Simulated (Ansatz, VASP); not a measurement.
## Two plane-wave programs on InSb3

```xyz
4
Lattice="0.0000 3.6621 3.6621 3.6621 0.0000 3.6621 3.6621 3.6621 0.0000" Properties=species:S:1:pos:R:3 pbc="T T T"
In    0.0000    0.0000    0.0000
Sb    1.8310    1.8310    1.8310
Sb    5.4931    5.4931    5.4931
Sb    3.8064    3.8064    3.8064
```

Alike in both runs: task single point; functional PBEsol; dispersion D3(BJ); k mesh 12 × 12 × 12; occupations gaussian, width 0.15 eV; no spin polarisation.

```csv
,VASP,Ansatz
version,VASP 6.6.1,Ansatz 0.2.0
potentials or method,"VASP PAW PBE potentials, release 64 (In_d, Sb), cutoff 520 eV","scalar-relativistic, plane waves, PAW"
valence electrons in the cell,28,58
```

Ansatz gave:

| Quantity | Value |
| --- | --- |
| gap on the k mesh at the Fermi level (eV) | none |
| pressure (GPa) | 1.1 |
| traceless stress, the component that is largest in VASP (GPa) | 0.36 |
| rms of the force components (eV/Å) | 0.289 |

Task: What did VASP give for the same quantities?

Result: gap on the k mesh at the Fermi level (eV): none; pressure (GPa): 1.2; traceless stress, the component that is largest in VASP (GPa): 0.38; rms of the force components (eV/Å): 0.298.

VASP's potentials were made for PBE, not for PBEsol. Atom by atom the forces differ by 0.010 eV/Å (rms over components). A gap of «none» marks a metal or a gap that the smearing closes. VASP's potentials hold 28 valence electrons a cell and Ansatz's 58, so a difference there can come from the potentials and not from the codes.

Neither program's run includes spin-orbit coupling.
